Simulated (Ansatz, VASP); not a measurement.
# Two plane-wave programs on ZnO

The input INCAR:

```
ALGO     = Normal         # electronic algorithm
EDIFF    = 1E-6           # SCF threshold, eV
ENCUT    = 520            # plane-wave cutoff, eV
GGA      = CA             # functional
ISIF     = 2              # what is computed and relaxed
ISMEAR   = 0              # smearing method
LASPH    = True           # aspherical terms in the spheres
LCHARG   = False          # write CHGCAR
LREAL    = False          # projectors in reciprocal space
LWAVE    = False          # write WAVECAR
NBANDS   = 26             # bands
NELM     = 60             # most SCF steps
PREC     = Accurate       # precision mode
SIGMA    = 0.05           # smearing width, eV
```

Contents of KPOINTS:

```
k-points
0
Gamma
  9 9 4
```

POSCAR

```
ZnO
1.0
    3.3866061734      0.0000000000      0.0000000000
   -1.6933030867      2.9328869788      0.0000000000
    0.0000000000      0.0000000000      6.9165281095
Zn O
2 2
Direct
    0.0000000000      0.0000000000      0.7500000000
    0.0000000000      0.0000000000      0.2500000000
    0.3333333333      0.6666666667      0.2500000000
    0.6666666667      0.3333333333      0.7500000000
```

Input for Ansatz:

```yaml
crystal:
  lattice:
    - [3.3866061734, 0.0, 0.0]
    - [-1.6933030867, 2.9328869788, 0.0]
    - [0.0, 0.0, 6.9165281095]
  atoms:
    - { symbol: Zn, position: [0.0, 0.0, 0.75] }
    - { symbol: Zn, position: [0.0, 0.0, 0.25] }
    - { symbol: O, position: [0.3333333333, 0.6666666667, 0.25] }
    - { symbol: O, position: [0.6666666667, 0.3333333333, 0.75] }
basis:
  ecutwfc: 420
kpoints:
  mp_grid: { grid: [9, 9, 4] }
hamiltonian:
  xc: lda
scf:
  occupations: { method: gaussian, width: 0.05 }
output:
  forces: true
  stress: true
  eigenvalues: true
```

Change from the starting cell: strain +0.030 along x and y, -0.030 along z, atoms carried along.

Alike in both runs: task single point; functional LDA; k mesh 9 × 9 × 4; occupations gaussian, width 0.05 eV; no spin polarisation.

```csv
,VASP,Ansatz
version,VASP 6.6.1,Ansatz 0.2.0
potentials or method,"VASP PAW LDA potentials, release 64 (Zn, O), cutoff 520 eV","scalar-relativistic, plane waves, PAW"
valence electrons in the cell,36,36
```

```tsv
	VASP	Ansatz	Ansatz less VASP
gap on the k mesh at the Fermi level (eV)	0.65	0.64	-0.011
least direct gap on the mesh (eV)	0.65	0.64	-0.011
pressure (GPa)	-13.8	-14.3	-0.46
traceless stress, the component that is largest in VASP (GPa)	11.78	12.41	+0.628
```

LDA's correlation is that of Perdew and Zunger in VASP and of Perdew and Wang (1992) in Ansatz.
